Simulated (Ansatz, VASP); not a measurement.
**PtS2 in VASP and in Ansatz**

```
CELL_PARAMETERS angstrom
3.49935 0.00000 0.00000
-1.74968 3.03053 0.00000
0.00000 0.00000 5.30572
ATOMIC_POSITIONS crystal
Pt 0.00000 0.00000 0.00000
S 0.33333 0.66667 0.23673
S 0.66667 0.33333 0.76327
```

Change from the starting cell: epitaxial_xy strain -1.5%.

Alike in both runs: task single point; functional r2SCAN; k mesh 12 × 12 × 6; no spin polarisation.

|  | VASP | Ansatz |
| --- | --- | --- |
| version | VASP 6.6.1 | Ansatz 0.2.0 |
| potentials or method | VASP PAW PBE potentials, release 64 (Pt, S) | plane waves, PAW |
| plane-wave cutoff (eV) | 520 | 500 |
| occupations | gaussian, width 0.01 eV | fixed |
| valence electrons in the cell | 22 | 30 |

Ansatz gave:

| Property | Result |
| --- | --- |
| gap on the k mesh at the Fermi level (eV) | 1.04 |
| pressure (GPa) | 3.4 |
| traceless stress, the component that is largest in VASP (GPa) | -2.14 |
| rms of the force components (eV/Å) | 0.021 |

**Question.** Which values does VASP return?

**Answer.** gap on the k mesh at the Fermi level (eV): 1.03; pressure (GPa): 3.3; traceless stress, the component that is largest in VASP (GPa): -2.16; rms of the force components (eV/Å): 0.023.

VASP's potentials were made for PBE, not for r2SCAN. Atom by atom the forces differ by 0.002 eV/Å (rms over components). VASP's potentials hold 22 valence electrons a cell and Ansatz's 30, so a difference there can come from the potentials and not from the codes.

Spin-orbit coupling is off throughout.
